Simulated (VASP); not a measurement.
## Rh2Au: single point with PBE

Crystal: Rh2Au.

```
Au Rh
1.0
     3.79351   -0.07198    0.09718
    -1.95909    3.14667   -0.02361
     0.15869    0.04710    5.98258
Au Rh
1 2
Cartesian
  1.9933 0.8779 5.1060
  2.0243 3.0664 6.6220
  3.9297 2.0957 9.6836
```

```json
{"Program": "VASP 6.6.1", "Task": "single point", "Functional": "PBE", "Potentials or basis": "VASP PAW PBE potentials, release 64 (Au, Rh_pv)", "Cutoff": "520 eV", "k mesh": "3 × 3 × 1", "Occupations": "fermi-dirac, width 0.15 eV", "Spin": "non-collinear spin, zero start, spin-orbit coupling", "Starting moments": "[[0, 0, 0], [0, 0, 0], [0, 0, 0]] μB", "Dipole correction": "no", "Further INCAR settings": "ALGO = Normal; EDIFF = 1e-07; NBANDS = 54"}
```

```json
{
  "Pressure": "-5.4 GPa",
  "Largest force": "2.113 eV/Å",
  "Net moment": "0.00 μB per cell",
  "Valence electrons inside the program's atomic spheres": "Au 9.75; Rh 13.58, 13.62"
}
```

Forces on the atoms (eV/Å):
```
Au   0.277  1.789  0.728
Rh  -1.002 -0.418  0.708
Rh   0.725 -1.370 -1.435
```

Stress tensor (GPa, compression positive):
```
-8.44  4.49 -6.08
 4.49 -3.49  3.56
-6.08  3.56 -4.27
```

Moments on the atoms (μB; x, y, z):
```
Au  0.00 0.00 0.00
Rh  0.00 0.00 0.00
Rh  0.00 0.00 0.00
```

It took 110 s on 1 thread of AMD EPYC 7R13, on a shared host, peak memory 0.33 GiB.

Caveat: the k points lie up to 1.05 Å⁻¹ apart; forces of over 1 eV/Å act on the atoms, so gaps and moduli don't describe the material at rest.
